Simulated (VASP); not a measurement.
# La (Pm-3m) in VASP: a series of runs, part 2 of 2

VASP 6.6.1.

## Step 4: Relaxation of cell and atoms, PBE, target pressure 130 GPa, at which the enthalpy is minimised

This run uses another cell than the first one, of 15.81 Å³/atom.

The input, INCAR:

```
SYSTEM = La
  PREC = Accurate
  ENCUT = 600
  EDIFF = 1E-6
  ISMEAR = -1
  SIGMA = 0.05
  LREAL = .FALSE.
  LASPH = .TRUE.
  NELM = 100
  ALGO = Normal
  ISIF = 3
  LWAVE = .FALSE.
  LCHARG = .FALSE.
  GGA = PE
  IBRION = 2
  NSW = 60
  EDIFFG = -0.005
  PSTRESS = 1300.0
```

The input, KPOINTS:

```
regular mesh
0
G
  15 15 15
  0 0 0
```

The input, POSCAR:

```
La
1.0
    2.5099199829      0.0000000000      0.0000000000
    0.0000000000      2.5099199829      0.0000000000
    0.0000000000      0.0000000000      2.5099199829
La
1
Direct
    0.0000000000      0.0000000000      0.0000000000
```

Potentials or basis: VASP PAW PBE potentials, release 64 (La).

Started as:

```
cat potpaw_PBE.64/La/POTCAR > POTCAR
mpirun -np 1 vasp_std > vasp.out
```

OUTCAR:

```text
SYSTEM = La
   PREC = Accurate
   ENCUT = 600
   EDIFF = 1E-6
   ISMEAR = -1
   LREAL = .FALSE.
   LASPH = .TRUE.
   NELM = 100
   ISIF = 3
   GGA = PE
   IBRION = 2
   NSW = 60
   EDIFFG = -0.005
   PSTRESS = 1300.0

 ion  position               nearest neighbor table
   1  0.000  0.000  0.000-

  LATTYP: Found a simple cubic cell.
 ALAT       =     2.5099199829

  Lattice vectors:

 A1 = (   2.5099199829,   0.0000000000,   0.0000000000)
 A2 = (   0.0000000000,   2.5099199829,   0.0000000000)
 A3 = (   0.0000000000,   0.0000000000,   2.5099199829)

Analysis of symmetry for initial positions (statically):
=====================================================================
 Subroutine PRICEL returns:
 Original cell was already a primitive cell.

 Routine SETGRP: Setting up the symmetry group for a
 simple cubic supercell.

 Subroutine GETGRP returns: Found 48 space group operations
 (whereof 48 operations were pure point group operations)
 out of a pool of 48 trial point group operations.

The static configuration has the point symmetry O_h .

Analysis of symmetry for dynamics (positions and initial velocities):
=====================================================================
 Subroutine PRICEL returns:
 Original cell was already a primitive cell.

 Routine SETGRP: Setting up the symmetry group for a
 simple cubic supercell.

 Subroutine GETGRP returns: Found 48 space group operations
 (whereof 48 operations were pure point group operations)
 out of a pool of 48 trial point group operations.

The dynamic configuration has the point symmetry O_h .

 Subroutine INISYM returns: Found 48 space group operations
 (whereof 48 operations are pure point group operations),
 and found     1 'primitive' translations

----------------------------------------------------------------------------------------

                                     Primitive cell

  volume of cell :      15.8117

[... 118 lines left out ...]
 non-spin polarized calculation
  energy-cutoff  :      600.00
  volume of cell :       15.81
 maximum number of plane-waves:       540
   NGX = 11   NGY = 11   NGZ = 11

--------------------------------------- Ionic step        1  -------------------------------------------

 number of electron      11.0000000 magnetization

 Free energy of the ion-electron system (eV)
  ---------------------------------------------------
  ext. energy  EPLUGINS =         0.00000000
  ---------------------------------------------------
  free energy    TOTEN  =        -0.47803100 eV

  energy without entropy =       -0.46642788  energy(sigma->0) =       -0.47222944

------------------------ aborting loop because EDIFF is reached ----------------------------------------

  FORCE on cell =-STRESS in cart. coord.  units (eV):
  Direction    XX          YY          ZZ          XY          YZ          ZX
  --------------------------------------------------------------------------------------
  -------------------------------------------------------------------------------------
  Total       14.4581704     14.4581704     14.4581704     -0.0000000     -0.0000000     -0.0000000
  in kB     1465.0224901   1465.0224901   1465.0224901     -0.0000000     -0.0000000     -0.0000000
  external PRESSURE =     165.0224901 kB  Pullay stress =    1300.0000000 kB
[... 98 lines left out ...]
--------------------------------------- Ionic step        4  -------------------------------------------

 number of electron      10.9999999 magnetization

 Free energy of the ion-electron system (eV)
  ---------------------------------------------------
  ext. energy  EPLUGINS =         0.00000000
  ---------------------------------------------------
  free energy    TOTEN  =        -0.88011262 eV

  energy without entropy =       -0.86800659  energy(sigma->0) =       -0.87405960

 E-fermi :  18.9983     XC(G=0): -13.3673

 val. band max:       18.9820297702   @ k =   0.4000   0.4000   0.2000
 cond. band min:      19.0008455930   @ k =   0.3333   0.1333   0.0000
 fundamental gap:      0.0188158228
 Fermi energy:        18.9983240110

 k-point     1 :       0.0000    0.0000    0.0000
  band No.  band energies     occupation
      1     -16.4837      2.00000
      2       6.5447      2.00000
      3       6.5447      2.00000
      4       6.5447      2.00000
      5      15.9650      2.00000
      6      15.9650      2.00000
      7      19.5344      0.00004
      8      22.5066      0.00000
      9      22.5066      0.00000
[... 265 lines left out ...]
 k-point    24 :       0.3333    0.2000    0.0000
  band No.  band energies     occupation
      1     -14.2734      2.00000
      2      -0.6893      2.00000
      3       3.5637      2.00000
      4       8.2224      2.00000
      5      17.7287      2.00000
      6      18.7151      1.99309
      7      21.0507      0.00000
      8      22.7676      0.00000
      9      23.2218      0.00000

 [... further k-points ...]

------------------------ aborting loop because EDIFF is reached ----------------------------------------

  FORCE on cell =-STRESS in cart. coord.  units (eV):
  Direction    XX          YY          ZZ          XY          YZ          ZX
  --------------------------------------------------------------------------------------
  -------------------------------------------------------------------------------------
  Total       13.2042201     13.2042201     13.2042201     -0.0000000      0.0000000      0.0000000
  in kB     1299.6019422   1299.6019422   1299.6019422     -0.0000000      0.0000000      0.0000000
  external PRESSURE =      -0.3980578 kB  Pullay stress =    1300.0000000 kB
[... 20 lines left out ...]
  energy  without entropy=       -0.8680065884  energy(sigma->0) =       -0.87405960

  enthalpy is  TOTEN    =        12.3281518198 eV   P V=       13.2082644384

 reached required accuracy - stopping structural energy minimisation
```

Wall time 28 s (1 thread of AMD EPYC 9R45 (Zen 5), shared host); peak memory 0.14 GiB.

What came out:

- Free energy: -0.8801 eV
- Relaxed volume: 16.28 Å³/atom
- Relaxed cell: a = 2.534 Å, b = 2.534 Å, c = 2.534 Å, α = 90.00°, β = 90.00°, γ = 90.00°
- Space group after relaxing (to 0.1 Å): Pm-3m (No. 221)
- Energy change on relaxing (the run minimises the enthalpy): -402.1 meV/atom
- Ionic steps: 4
- Pressure after relaxing: 130.0 GPa
- Band gap on the k mesh: zero (an odd number of electrons rules out a gap without spin polarisation)

Step by step:
| step | energy change (eV) | largest force (eV/Å) | pressure (GPa) | volume (Å³) |
| --- | --- | --- | --- | --- |
| 1 | 0.0000 | 0.0000 | 146.50 | 15.81 |
| 2 | -2.3259 | 0.0000 | 55.00 | 19.84 |
| 3 | -0.4458 | 0.0000 | 128.16 | 16.33 |
| 4 | -0.4021 | 0.0000 | 129.96 | 16.28 |

Final structure:
```xyz
1
Lattice="2.5344 0.0000 0.0000 0.0000 2.5344 0.0000 0.0000 0.0000 2.5344" Properties=species:S:1:pos:R:3 pbc="T T T"
La    0.0000    0.0000    0.0000
```

Levels at points of the mesh, in eV from the Fermi level:
| k point | band 2 | band 3 | band 4 | band 5 | band 6 | band 7 | band 8 | band 9 |
| --- | --- | --- | --- | --- | --- | --- | --- | --- |
| (0.00, 0.00, 0.00) | -12.45 | -12.45 | -12.45 | -3.03 | -3.03 | 0.54 | 3.51 | 3.51 |

Caveat: the cell is relaxed towards a set pressure, so the run minimises the enthalpy, not the energy; spin-orbit coupling is left out, which moves the levels of the heavy elements.

## Step 5: Relaxation of cell and atoms, PBE, target pressure 130 GPa, at which the enthalpy is minimised

The input, INCAR:

```
ALGO = Normal ; EDIFF = 1E-7
EDIFFG = -0.005 ; ENCUT = 600
GGA = PE ; IBRION = 2
ISIF = 3 ; ISMEAR = -1
LASPH = T ; LCHARG = F
LREAL = F ; LWAVE = F
NELM = 100 ; NSW = 32
PREC = Accurate ; PSTRESS = 1300.0
SIGMA = 0.05
```

The input, KPOINTS:

```
k-points
0
Gamma
  15 15 15
```

The input, POSCAR:

```
La
1.0
    2.5347421206      0.0000000000      0.0000000000
    0.0000000000      2.5347421206      0.0000000000
    0.0000000000      0.0000000000      2.5347421206
La
1
Direct
    0.0000000000      0.0000000000      0.0000000000
```

Started as:

```
cat potpaw_PBE.64/La/POTCAR > POTCAR
mpirun -np 1 vasp_std > vasp.out
```

Wall time 20 s (1 thread of AMD EPYC 9R45 (Zen 5), shared host); peak memory 0.13 GiB.

Results (log left out):

```yaml
Free_energy: -0.8789 eV
Relaxed_volume: 16.28 Å³/atom
Relaxed_cell: a = 2.534 Å, b = 2.534 Å, c = 2.534 Å, α = 90.00°, β = 90.00°, γ = 90.00°
Space_group_after_relaxing_to_0.1_Å: Pm-3m (No. 221)
Energy_change_on_relaxing_the_run_minimises_the_enthalpy: +7.1 meV/atom
Ionic_steps: 3
Pressure_after_relaxing: 130.0 GPa
Band_gap_on_the_k_mesh: zero (an odd number of electrons rules out a gap without spin polarisation)
```

Step by step:
| step | energy change (eV) | largest force (eV/Å) | pressure (GPa) | volume (Å³) |
| --- | --- | --- | --- | --- |
| 1 | 0.0000 | 0.0000 | 129.72 | 16.29 |
| 2 | 0.0551 | 0.0000 | 131.98 | 16.22 |
| 3 | 0.0071 | 0.0000 | 130.00 | 16.28 |

Final structure:
```yaml
crystal:
  lattice:
    - [2.53429, 0.00000, 0.00000]
    - [0.00000, 2.53429, 0.00000]
    - [0.00000, 0.00000, 2.53429]
  atoms:
    - { symbol: La, position: [0.00000, 0.00000, 0.00000] }
```

Levels at points of the mesh, in eV from the Fermi level:
| k point | band 1 | band 2 | band 3 | band 4 | band 5 | band 6 | band 7 | band 8 | band 9 |
| --- | --- | --- | --- | --- | --- | --- | --- | --- | --- |
| (0.00, 0.00, 0.00) | -35.48 | -12.45 | -12.45 | -12.45 | -3.03 | -3.03 | 0.54 | 3.51 | 3.51 |

Caveat: the cell is relaxed towards a set pressure, so the run minimises the enthalpy, not the energy; spin-orbit coupling is left out, which moves the levels of the heavy elements.

## Step 6: The runs side by side

```tsv
task	cell	cutoff (eV)	gap on the mesh (eV)	pressure (GPa)
single point	a = 2.535 Å, 1 atom	520	none	129.7
single point	a = 2.534 Å, 1 atom	520	none	130.5
relaxation of cell and atoms	relaxed to 130 GPa from a = 2.510 Å, 1 atom	600	none	130.0
relaxation of cell and atoms	relaxed to 130 GPa from a = 2.535 Å, 1 atom	600	none	130.0
```

Alike in all rows: level PBE; potentials or basis VASP PAW PBE potentials, release 64 (La); no spin polarisation; k mesh 15 × 15 × 15; smearing fermi-dirac 0.05 eV.

Caveats: spin-orbit coupling is left out, which moves the levels of the heavy elements; the cell stands under pressure (at least some runs); the cell is relaxed towards a set pressure, so the run minimises the enthalpy, not the energy (at least some runs).

Absolute energies hang on the potentials; compare differences alone.
